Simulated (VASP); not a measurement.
# TaN (P-6m2) in VASP: notebook

Runs on TaN. Level: PBE+D3(BJ). Tasks: single point.

Program: VASP 6.6.1. These are calculated values, not measurements. Logs are shortened: lines on timing, memory, paths and dates and some standing lists are left out, and cuts for length are marked.

## (1) The cell of the first run

It takes space group P-6m2 (No. 187, hexagonal). The conventional cell has a = 2.938 Å, b = 2.938 Å, c = 2.883 Å, α = 90.00°, β = 90.00°, γ = 120.00°. Ta (site symmetry -6m2) has 6 N at 2.23 Å and 2 Ta at 2.88 Å within 2.9 Å. Within 2.9 Å of N (site symmetry -6m2) lie 6 Ta at 2.23 Å and 2 N at 2.88 Å.

## (2) Single point, PBE+D3(BJ)

File INCAR:

```
SYSTEM = TaN
ALGO = Normal
EDIFF = 1E-6
ENCUT = 520
GGA = PE
ISIF = 2
ISMEAR = 0
IVDW = 12
LASPH = .TRUE.
LCHARG = .FALSE.
LREAL = .FALSE.
LWAVE = .FALSE.
NBANDS = 15
NELM = 60
PREC = Accurate
SIGMA = 0.1
```

File KPOINTS:

```
k-points
0
G
  6 6 6
  0 0 0
```

File POSCAR:

```
TaN
1.0
    2.9379988584      0.0000000000      0.0000000000
   -1.4689994292      2.5443816477      0.0000000000
    0.0000000000      0.0000000000      2.8830000000
Ta N
1 1
Direct
    0.3333333333      0.6666666667      0.5000000000
    0.0000000000      0.0000000000      0.0000000000
```

Potentials or basis: VASP PAW PBE potentials, release 64 (Ta_pv, N).

Run with:

```bash
> cat potpaw_PBE.64/Ta_pv/POTCAR potpaw_PBE.64/N/POTCAR > POTCAR
> mpirun -np 1 vasp_std > vasp.out
```

OUTCAR:

```text
SYSTEM = TaN
   EDIFF = 1E-6
   ENCUT = 520
   GGA = PE
   ISIF = 2
   ISMEAR = 0
   IVDW = 12
   LASPH = .TRUE.
   LREAL = .FALSE.
   NELM = 60
   PREC = Accurate
 IVDW          = 12

 ion  position               nearest neighbor table
   1  0.333  0.667  0.500-   2 2.23   2 2.23   2 2.23   2 2.23   2 2.23   2 2.23
   2  0.000  0.000  0.000-   1 2.23   1 2.23   1 2.23   1 2.23   1 2.23   1 2.23

  LATTYP: Found a hexagonal cell.
 ALAT       =     2.9379988584
 C/A-ratio  =     0.9812801635

  Lattice vectors:

 A1 = (   2.9379988584,   0.0000000000,   0.0000000000)
 A2 = (  -1.4689994292,   2.5443816477,   0.0000000000)
 A3 = (   0.0000000000,   0.0000000000,   2.8830000000)

Analysis of symmetry for initial positions (statically):
=====================================================================
 Subroutine PRICEL returns:
 Original cell was already a primitive cell.

 Routine SETGRP: Setting up the symmetry group for a
 hexagonal supercell.

 Subroutine GETGRP returns: Found 12 space group operations
 (whereof 12 operations were pure point group operations)
 out of a pool of 24 trial point group operations.

The static configuration has the point symmetry D_3h.

Analysis of symmetry for dynamics (positions and initial velocities):
=====================================================================
 Subroutine PRICEL returns:
 Original cell was already a primitive cell.

 Routine SETGRP: Setting up the symmetry group for a
 hexagonal supercell.

 Subroutine GETGRP returns: Found 12 space group operations
 (whereof 12 operations were pure point group operations)
 out of a pool of 24 trial point group operations.

The dynamic configuration has the point symmetry D_3h.

 Subroutine INISYM returns: Found 12 space group operations
 (whereof 12 operations are pure point group operations),
 and found     1 'primitive' translations

----------------------------------------------------------------------------------------

                                     Primitive cell

  volume of cell :      21.5516

  direct lattice vectors                    reciprocal lattice vectors
     2.937998858  0.000000000  0.000000000     0.340367729  0.196511400  0.000000000
    -1.468999429  2.544381648  0.000000000     0.000000000  0.393022800  0.000000000
     0.000000000  0.000000000  2.883000000     0.000000000  0.000000000  0.346860909

  length of vectors
     2.937998858  2.937998858  2.883000000     0.393022800  0.393022800  0.346860909

  position of ions in fractional coordinates (direct lattice)
     0.333333333  0.666666667  0.500000000
     0.000000000  0.000000000  0.000000000

  ion indices of the primitive-cell ions
   primitive index   ion index
                 1           1
                 2           2

----------------------------------------------------------------------------------------

 KPOINTS: k-points

Automatic generation of k-mesh.
 Grid dimensions read from file:
 generate k-points for:    6    6    6

 Generating k-lattice:

  Cartesian coordinates                     Fractional coordinates (reciprocal lattice)
     0.056727955  0.032751900  0.000000000     0.166666667 -0.000000000  0.000000000
     0.000000000  0.065503800  0.000000000     0.000000000  0.166666667  0.000000000
     0.000000000  0.000000000  0.057810151     0.000000000  0.000000000  0.166666667

  Length of vectors
     0.065503800  0.065503800  0.057810151

  Shift w.r.t. Gamma in fractional coordinates (k-lattice)
     0.000000000  0.000000000  0.000000000

 Subroutine IBZKPT returns following result:
 ===========================================

 Found     28 irreducible k-points:

 Following reciprocal coordinates:
            Coordinates               Weight
  0.000000  0.000000  0.000000      1.000000
  0.166667  0.000000  0.000000      6.000000
  0.333333  0.000000  0.000000      6.000000
  0.500000  0.000000  0.000000      3.000000
  0.166667  0.166667  0.000000      6.000000
  0.333333  0.166667  0.000000     12.000000
[... 16 lines left out ...]
  0.166667  0.000000  0.500000      6.000000
  0.333333  0.000000  0.500000      6.000000
 [... further k-points ...]
   k-points           NKPTS =     28   k-points in BZ     NKDIM =     28   number of bands    NBANDS=     15
   number of dos      NEDOS =    301   number of ions     NIONS =      2
   total plane-waves  NPLWV =  13824
   dimension x,y,z NGX =    24 NGY =   24 NGZ =   24
   dimension x,y,z NGXF=    48 NGYF=   48 NGZF=   48
   ions per type =               1   1
   NGX,Y,Z   is equivalent  to a cutoff of  13.58, 13.58, 13.84 a.u.
   NGXF,Y,Z  is equivalent  to a cutoff of  27.16, 27.16, 27.68 a.u.
 SYSTEM =  TaN
   PREC   = accura    normal or accurate (medium, high low for compatibility)
   ISTART =      0    job   : 0-new  1-cont  2-samecut
   ICHARG =      2    charge: 1-file 2-atom 10-const
   ISPIN  =      1    spin polarized calculation?
   LNONCOLLINEAR =      F non collinear calculations
   LSORBIT =      F    spin-orbit coupling
   LASPH  =      T    aspherical Exc in radial PAW
   ENCUT  =  520.0 eV  38.22 Ry    6.18 a.u.   5.46  5.46  5.36*2*pi/ulx,y,z
   NELM   =     60;   NELMIN=  2; NELMDL= -5     # of ELM steps
   EDIFF  = 0.1E-05   stopping-criterion for ELM
   LREAL  =      F    real-space projection
[... 7 lines left out ...]
   TEBEG  =    0.0;   TEEND  =   0.0 temperature during run
   PSTRESS=    0.0 pullay stress
   NELECT =      16.0000    total number of electrons
   NUPDOWN=      -1.0000    fix difference up-down
   EMIN   =  10.00;   EMAX   =-10.00  energy-range for DOS
   EFERMI =   0.00;   METHOD = LEGACY
   ISMEAR =     0;   SIGMA  =   0.10  broadening in eV -4-tet -1-fermi 0-gaus
   EFERMI_NEDOS =   21; number of points for ismear=-14 and -15
   IALGO  =     38    algorithm
   IMIX   =      4    mixing-type and parameters
     AMIX     =   0.40;   BMIX     =  1.00
     AMIX_MAG =   1.60;   BMIX_MAG =  1.00
  volume/ion in A,a.u.               =      10.78        72.72
  Fermi-wavevector in a.u.,A,eV,Ry     =   1.482366  2.801265 29.897546  2.197408
  Thomas-Fermi vector in A             =   2.596161
   LORBIT       =      0    0 simple, 1 ext, 2 COOP (PROOUT), +10 PAW based schemes
   GGA     = PE    functional components
   LHFCALC =     F    Hartree Fock is set to
   AEXX    =    0.0000 exact exchange contribution
   IVDW    =    12    specifies the selected vdW correction
   LEPSILON=     F    determine dielectric tensor
   LRPA    =     F    only Hartree local field effects (RPA)
 non-spin polarized calculation
 Gauss-broadening in eV      SIGMA  =   0.10
  energy-cutoff  :      520.00
  volume of cell :       21.55
 maximum number of plane-waves:       599
 NGX is ok and might be reduce to    24
   NGX = 11   NGY = 11   NGZ = 11

 number of electron      16.0000001 magnetization

 Free energy of the ion-electron system (eV)
  ---------------------------------------------------
  ext. energy  EPLUGINS =         0.00000000
  ---------------------------------------------------
  free energy    TOTEN  =       -22.44143599 eV

  energy without entropy =      -22.44019717  energy(sigma->0) =      -22.44081658

 E-fermi :   8.4555     XC(G=0): -13.3459

 val. band max:        8.3807387697   @ k =   0.3333   0.3333   0.0000
 cond. band min:       8.4880167127   @ k =   0.0000   0.0000   0.3333
 fundamental gap:      0.1072779430
 Fermi energy:         8.4554705410

 k-point     1 :       0.0000    0.0000    0.0000
  band No.  band energies     occupation
      1     -26.5993      2.00000
      2     -26.3256      2.00000
      3     -26.3256      2.00000
      4      -9.5280      2.00000
      5       3.6907      2.00000
      6       3.6907      2.00000
      7       4.0447      2.00000
      8       5.3264      2.00000
      9      10.4637      0.00000
     10      11.8413      0.00000
     11      11.8413      0.00000
     12      12.2574      0.00000
     13      12.2574      0.00000
     14      21.3562      0.00000
     15      21.6707      0.00000

 k-point     2 :       0.1667    0.0000    0.0000
  band No.  band energies     occupation
      1     -26.6000      2.00000
      2     -26.5640      2.00000
      3     -26.3848      2.00000
      4      -8.9894      2.00000
      5       2.3644      2.00000
      6       4.0872      2.00000
      7       4.6201      2.00000
      8       4.7024      2.00000
      9      10.8355      0.00000
     10      11.9770      0.00000
     11      11.9885      0.00000
     12      12.2351      0.00000
     13      12.8672      0.00000
     14      21.3228      0.00000
     15      21.6484      0.00000

 k-point     3 :       0.3333    0.0000    0.0000
  band No.  band energies     occupation
      1     -27.1137      2.00000
      2     -26.5010      2.00000
      3     -26.4926      2.00000
      4      -7.8580      2.00000
      5       0.6480      2.00000
      6       3.5216      2.00000
      7       4.7865      2.00000
      8       5.1726      2.00000
      9      10.8004      0.00000
     10      11.4966      0.00000
     11      12.7598      0.00000
     12      13.4316      0.00000
     13      14.5211      0.00000
     14      21.5626      0.00000
     15      21.7724      0.00000
[... 343 lines left out ...]
 k-point    23 :       0.1667    0.0000    0.5000
  band No.  band energies     occupation
      1     -27.4552      2.00000
      2     -26.4925      2.00000
      3     -26.2995      2.00000
      4      -7.0524      2.00000
      5      -0.3336      2.00000
      6       3.8677      2.00000
      7       3.8833      2.00000
      8       6.9739      2.00000
      9       9.1317      0.00000
     10      11.3079      0.00000
     11      11.9375      0.00000
     12      12.6371      0.00000
     13      18.2665      0.00000
     14      18.2929      0.00000
     15      21.6203      0.00000

 k-point    24 :       0.3333    0.0000    0.5000
  band No.  band energies     occupation
      1     -27.3245      2.00000
      2     -26.9620      2.00000
      3     -26.4072      2.00000
      4      -7.3817      2.00000
      5       0.7548      2.00000
      6       2.6344      2.00000
      7       2.9493      2.00000
      8       6.8796      2.00000
      9      11.6450      0.00000
     10      11.8401      0.00000
     11      13.4312      0.00000
     12      14.4802      0.00000
     13      19.0134      0.00000
     14      20.6563      0.00000
     15      21.6186      0.00000

 [... further k-points ...]

------------------------ aborting loop because EDIFF is reached ----------------------------------------

 Edisp (eV)   -0.93053

 E8    (eV) :    -0.4299

  FORCE on cell =-STRESS in cart. coord.  units (eV):
  Direction    XX          YY          ZZ          XY          YZ          ZX
  --------------------------------------------------------------------------------------
  -------------------------------------------------------------------------------------
  Total      -0.29307    -0.29307    -0.11390     0.00000     0.00000     0.00000
  in kB     -21.78697   -21.78697    -8.46750     0.00000     0.00000     0.00000
  external pressure =      -17.35 kB  Pullay stress =        0.00 kB

 VOLUME and BASIS-vectors are now :
 -----------------------------------------------------------------------------
  energy-cutoff  :      520.00
  volume of cell :       21.55
      direct lattice vectors                 reciprocal lattice vectors
     2.937998858  0.000000000  0.000000000     0.340367729  0.196511400  0.000000000
    -1.468999429  2.544381648  0.000000000     0.000000000  0.393022800  0.000000000
     0.000000000  0.000000000  2.883000000     0.000000000  0.000000000  0.346860909

 POSITION                                       TOTAL-FORCE (eV/Angst)
 -----------------------------------------------------------------------------------
     -0.00000      1.69625      1.44150        -0.000000      0.000000      0.000000
      0.00000      0.00000      0.00000         0.000000      0.000000      0.000000
 -----------------------------------------------------------------------------------
    total drift:                                0.000000     -0.000000     -0.000000

  FREE ENERGIE OF THE ION-ELECTRON SYSTEM (eV)
  ---------------------------------------------------
  free  energy   TOTEN  =       -23.3719663091 eV

  energy  without entropy=      -23.3707274849  energy(sigma->0) =      -23.37134690
```

Run time: 4 s. Hardware: 1 thread of Intel Xeon 6975P-C (Granite Rapids), shared host; peak memory 0.15 GiB.

Results:

```yaml
Free_energy: -23.3720 eV
Pressure: -1.7 GPa
Band_gap_on_the_k_mesh: zero (band 8 reaches 8.49 eV, above the bottom of band 9 at 8.17 eV)
Dispersion_energy_per_atom: -0.465 eV
```

Levels at points of the mesh, in eV from the Fermi level:
```tsv
k point	band 4	band 5	band 6	band 7	band 8	band 9	band 10	band 11	band 12	band 13
(0.00, 0.00, 0.00)	-17.98	-4.76	-4.76	-4.41	-3.13	2.01	3.39	3.39	3.80	3.80
(0.50, 0.00, 0.00)	-15.70	-8.49	-5.39	-3.68	-3.39	2.81	3.82	5.02	5.10	7.24
(0.00, 0.00, 0.50)	-15.34	-9.55	-3.95	-3.95	-0.28	-0.28	2.20	3.13	3.13	8.00
(0.50, 0.00, 0.50)	-16.00	-7.52	-6.39	-5.89	-0.56	3.96	5.16	5.84	6.88	10.00
```

Caveat: the k points lie up to 0.41 Å⁻¹ apart; spin-orbit coupling is left out, which moves the levels of the heavy elements; pairwise dispersion overbinds metals, which lowers pressure and volume.

## (3) Single point, PBE+D3(BJ)

This run uses another cell than the first one, of 10.70 Å³/atom, 0.993 times its volume.

File INCAR:

```
SYSTEM = TaN
PREC = Accurate
ENCUT = 520
EDIFF = 1E-6
ISMEAR = 0
SIGMA = 0.1
LREAL = .False.
LASPH = .True.
NELM = 60
ALGO = Normal
ISIF = 2
LWAVE = .False.
LCHARG = .True.
GGA = PE
IVDW = 12
LELF = .True.
LVHAR = .True.
NBANDS = 15
```

File KPOINTS:

```
regular mesh
0
Gamma
  18 18 14
  0 0 0
```

File POSCAR:

```
TaN
1.0
    2.9285132345      0.0000000000      0.0000000000
   -1.4642566173      2.5361668564      0.0000000000
    0.0000000000      0.0000000000      2.8807930987
Ta N
1 1
Direct
    0.3333333333      0.6666666667      0.5000000000
    0.0000000000      0.0000000000      0.0000000000
```

Potentials or basis: VASP PAW PBE potentials, release 64 (Ta_pv, N).

Run with:

```bash
> cat potpaw_PBE.64/Ta_pv/POTCAR potpaw_PBE.64/N/POTCAR > POTCAR
> mpirun -np 1 vasp_std > vasp.out
```

OUTCAR:

```text
SYSTEM = TaN
   PREC = Accurate
   ENCUT = 520
   EDIFF = 1E-6
   ISMEAR = 0
   LREAL = .False.
   LASPH = .True.
   NELM = 60
   ISIF = 2
   GGA = PE
   IVDW = 12
 IVDW          = 12

 ion  position               nearest neighbor table
   1  0.333  0.667  0.500-   2 2.22   2 2.22   2 2.22   2 2.22   2 2.22   2 2.22
   2  0.000  0.000  0.000-   1 2.22   1 2.22   1 2.22   1 2.22   1 2.22   1 2.22

  LATTYP: Found a hexagonal cell.
 ALAT       =     2.9285132345
 C/A-ratio  =     0.9837049957

  Lattice vectors:
[... 622 lines left out ...]

 Edisp (eV)   -0.93754

 E8    (eV) :    -0.4332

  FORCE on cell =-STRESS in cart. coord.  units (eV):
  Direction    XX          YY          ZZ          XY          YZ          ZX
  --------------------------------------------------------------------------------------
  -------------------------------------------------------------------------------------
  Total       0.09164     0.09164     0.11513    -0.00000    -0.00000     0.00000
  in kB       6.86176     6.86176     8.62075    -0.00000    -0.00000     0.00000
  external pressure =        7.45 kB  Pullay stress =        0.00 kB

 VOLUME and BASIS-vectors are now :
 -----------------------------------------------------------------------------
  energy-cutoff  :      520.00
  volume of cell :       21.40
      direct lattice vectors                 reciprocal lattice vectors
     2.928513235  0.000000000  0.000000000     0.341470200  0.197147912  0.000000000
    -1.464256617  2.536166856  0.000000000     0.000000000  0.394295824  0.000000000
     0.000000000  0.000000000  2.880793099     0.000000000  0.000000000  0.347126630

 POSITION                                       TOTAL-FORCE (eV/Angst)
 -----------------------------------------------------------------------------------
     -0.00000      1.69078      1.44040         0.000000     -0.000000      0.000000
      0.00000      0.00000      0.00000        -0.000000      0.000000      0.000000
 -----------------------------------------------------------------------------------
    total drift:                                0.000000     -0.000000     -0.000000

  FREE ENERGIE OF THE ION-ELECTRON SYSTEM (eV)
  ---------------------------------------------------
  free  energy   TOTEN  =       -23.3714268673 eV

  energy  without entropy=      -23.3711789534  energy(sigma->0) =      -23.37130291
```

It took 26 s on 1 thread of Intel Xeon 6975P-C (Granite Rapids), shared host; peak memory 0.21 GiB.

What came out:

- Free energy: -23.3714 eV
- Pressure: 0.7 GPa
- Band gap on the k mesh: zero (band 8 reaches 8.54 eV, above the bottom of band 9 at 8.24 eV)
- Dispersion energy per atom: -0.469 eV

Caveat: spin-orbit coupling is left out, which moves the levels of the heavy elements; pairwise dispersion overbinds metals, which lowers pressure and volume.
